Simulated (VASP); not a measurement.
Here is a VASP 6.6.1 calculation.

Contents of INCAR:

```
PREC = Accurate ; ENCUT = 520
EDIFF = 1E-6 ; ISMEAR = -1
SIGMA = 0.05 ; LREAL = False
LASPH = True ; NELM = 60
ALGO = Normal ; ISIF = 2
LWAVE = False ; LCHARG = True
GGA = PS ; LELF = True
LVHAR = True ; NBANDS = 35
```

KPOINTS

```
Automatic mesh
0
Gamma
  12 12 4
```

POSCAR

```
Hf2S
1.0
    3.3742737662      0.0000000000      0.0000000000
   -1.6871368831      2.9222068008      0.0000000000
    0.0000000000      0.0000000000     11.7174070300
Hf S
4 2
Direct
    0.6666666667      0.3333333333      0.8998116400
    0.3333333333      0.6666666667      0.3998116400
    0.6666666667      0.3333333333      0.6001883600
    0.3333333333      0.6666666667      0.1001883600
    0.0000000000      0.0000000000      0.7500000000
    0.0000000000      0.0000000000      0.2500000000
```

Potentials or basis: VASP PAW PBE potentials, release 64 (Hf_pv, S).

Launch:

```console
$ cat potpaw_PBE.64/Hf_pv/POTCAR potpaw_PBE.64/S/POTCAR > POTCAR
$ mpirun -np 1 vasp_std > vasp.out
```

Predict the band gap on the k mesh.

zero (band 26 reaches 6.72 eV, above the bottom of band 27 at 5.80 eV).

What does it give for the largest force?

0.202 eV/Å.

Estimate the pressure.

-3.3 GPa.

Forces in eV/Å, atoms in the order of the input:
```
Hf   0.000  0.000 -0.202
Hf   0.000  0.000 -0.202
Hf   0.000  0.000  0.202
Hf   0.000  0.000  0.202
S    0.000  0.000  0.000
S    0.000  0.000  0.000
```

Caveat: the PAW data sets were made with another functional, which shifts forces and pressure a little; spin-orbit coupling is left out, which moves the levels of the heavy elements.
